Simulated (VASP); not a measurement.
Here is a VASP 6.6.1 calculation.

The input INCAR:

```
ALGO = Normal ; EDIFF = 1E-6
ENCUT = 910 ; GGA = PE
GGA_COMPAT = False ; ISIF = 2
ISMEAR = 0 ; LASPH = True
LCHARG = False ; LDAU = True
LDAUJ = 0 0 0 ; LDAUL = -1 2 -1
LDAUPRINT = 1 ; LDAUTYPE = 2
LDAUU = 0 4 0 ; LMAXMIX = 4
LREAL = False ; LWAVE = False
NBANDS = 28 ; NELM = 200
PREC = Accurate ; SIGMA = 0.05
```

The input KPOINTS:

```
k-points
0
Gamma
  6 6 6
```

POSCAR

```
BaTiO3
1.0
    4.1084248982      0.0000000000      0.0000000000
    0.0000000000      2.9451135203      3.0302143625
    0.0000000000     -2.9451135203      3.0302143625
Ba Ti O
1 1 3
Direct
    0.0000000000      0.0080771898      0.0080771898
    0.5000000000      0.5197092923      0.5197092923
    0.0000000000      0.4916268263      0.4916268263
    0.5000000000      0.4938075436      0.9829991481
    0.5000000000      0.9829991481      0.4938075436
```

Potentials or basis: VASP PAW PBE potentials, release 64 (Ba_sv, Ti_sv, O_h).

Run with:

```console
$ cat potpaw_PBE.64/Ba_sv/POTCAR potpaw_PBE.64/Ti_sv/POTCAR potpaw_PBE.64/O_h/POTCAR > POTCAR
$ mpirun -np 1 vasp_std > vasp.out
```

**Question.** What does it give for the band gap on the k mesh?

**Answer.** 2.21 eV (least direct gap 2.65 eV).

**Question.** Estimate the pressure.

**Answer.** -10.1 GPa.

Eigenvalues of the final occupation matrices:
```tsv
site	spin	trace	eigenvalues
site 2 d	1	0.76	0.10 0.11 0.11 0.22 0.22
site 2 d	2	0.76	0.10 0.11 0.11 0.22 0.22
```

Caveat: the cell differs from its parent crystal (strain +0.025 along x and y, +0.050 along z); the cutoff is under 1.25 times the usual one of these potentials, so pressure, stress and relaxed cells hold a basis-set (Pulay) error; the cell stands under tension; spin-orbit coupling is left out, which moves the levels of the heavy elements. A k mesh can miss the band edges.
